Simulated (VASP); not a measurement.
BaZrO3:

```xyz
5
Lattice="4.1913 0.0000 0.0000 0.0000 4.1913 0.0000 0.0000 0.0000 4.1913" Properties=species:S:1:pos:R:3 pbc="T T T"
Ba    0.0000    0.0000    0.0000
Zr    2.0957    2.0957    2.0957
O     2.0957    2.0957    0.0000
O     2.0957    0.0000    2.0957
O     0.0000    2.0957    2.0957
```

- Program: VASP 6.6.1
- Task: relaxation of cell and atoms
- Functional: RPBE
- Dispersion: D3(BJ)
- Potentials or basis: VASP PAW PBE potentials, release 64 (Ba_sv, Zr_sv, O)
- Cutoff: 600 eV
- k mesh: 6 × 6 × 6
- Occupations: fermi-dirac, width 0.05 eV
- Spin: no spin polarisation

At the start: pressure -14.2 GPa; volume 14.73 Å³/atom.

Where does the relaxation end?

Over 4 steps the energy falls by 57.1 meV/atom and the volume is 13.54 Å³/atom (-8.1 %); space group Pm-3m (No. 221, to 0.1 Å) before and after.

Step by step:
```csv
step,energy change (eV),largest force (eV/Å),pressure (GPa),volume (Å³)
1,0.0000,0.0000,-14.18,73.63
2,0.2921,0.0000,28.94,60.59
3,-0.2852,0.0000,-0.44,67.83
4,-0.2854,0.0000,-0.09,67.70
```

Final structure:
```
Ba Zr O
1.0
     4.07569    0.00000    0.00000
     0.00000    4.07569    0.00000
     0.00000    0.00000    4.07569
Ba Zr O
1 1 3
Direct
  0.00000 0.00000 0.00000
  0.50000 0.50000 0.50000
  0.50000 0.50000 0.00000
  0.50000 0.00000 0.50000
  0.00000 0.50000 0.50000
```

Caveat: the PAW data sets were made with another functional, which shifts forces and pressure a little.
